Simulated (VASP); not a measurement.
Wanted: the native input for a VASP 6.6.1 run.

| Quantity | Value |
| --- | --- |
| Task | single point |
| Functional | PBEsol |
| Potentials or basis | VASP PAW PBE potentials, release 64 (Ni) |
| Cutoff | 600 eV |
| k mesh | 13 × 13 × 7 |
| Occupations | fermi-dirac, width 0.2 eV |
| Spin | collinear spin, ferromagnetic start |
| Starting moments | [1.5, 1.5] μB |
| Dipole correction | no |
| Further INCAR settings | ALGO = Normal; EDIFF = 1e-06; NBANDS = 21 |

The structure of Ni lies in POSCAR:

```
Ni
1.0
    2.4480230000      0.0000000000      0.0000000000
   -1.2240110000      2.1200500000      0.0000000000
    0.0000000000      0.0000000000      4.0728080000
Ni
2
Direct
    0.3333333333      0.6666666667      0.2500000000
    0.6666666667      0.3333333333      0.7500000000
```

This isn't the form of Ni at room conditions, which is fcc.

The input as run:

INCAR

```
SYSTEM = Ni
ALGO     = Normal         ! electronic algorithm
EDIFF    = 1E-6           ! SCF threshold, eV
ENCUT    = 600            ! plane-wave cutoff, eV
GGA      = PS             ! functional
GGA_COMPAT= .FALSE.      
ISIF     = 2              ! what is computed and relaxed
ISMEAR   = -1             ! smearing method
ISPIN    = 2              ! spin polarisation
LASPH    = .TRUE.         ! aspherical terms in the spheres
LCHARG   = .TRUE.         ! write CHGCAR
LELF     = .TRUE.         ! ELF
LMAXMIX  = 4              ! l up to which the mixer works
LORBIT   = 11             ! projections on sites
LREAL    = .FALSE.        ! projectors in reciprocal space
LVHAR    = .TRUE.       
LWAVE    = .FALSE.        ! write WAVECAR
MAGMOM   = 1.5 1.5        ! initial moments
NBANDS   = 21             ! bands
NELM     = 200            ! most SCF steps
PREC     = Accurate       ! precision mode
SIGMA    = 0.2            ! smearing width, eV
```

KPOINTS

```
k-points
0
G
  13 13 7
  0 0 0
```

Potentials or basis: VASP PAW PBE potentials, release 64 (Ni).

Command:

```sh
$ cat potpaw_PBE.64/Ni/POTCAR > POTCAR
$ mpirun -np 1 vasp_std > vasp.out
```

It gave:

```yaml
Pressure: -2.3 GPa
Net_moment: 0.93 μB per cell
Site_moments: Ni +0.47 μB
Valence_electrons_inside_the_program's_atomic_spheres: Ni 9.37
```

Caveat: the PAW data sets were made with another functional, which shifts forces and pressure a little.

Wall time 58 s on 1 thread of AMD EPYC 7R13 Processor (Zen 3), on a shared host, peak memory 0.16 GiB.
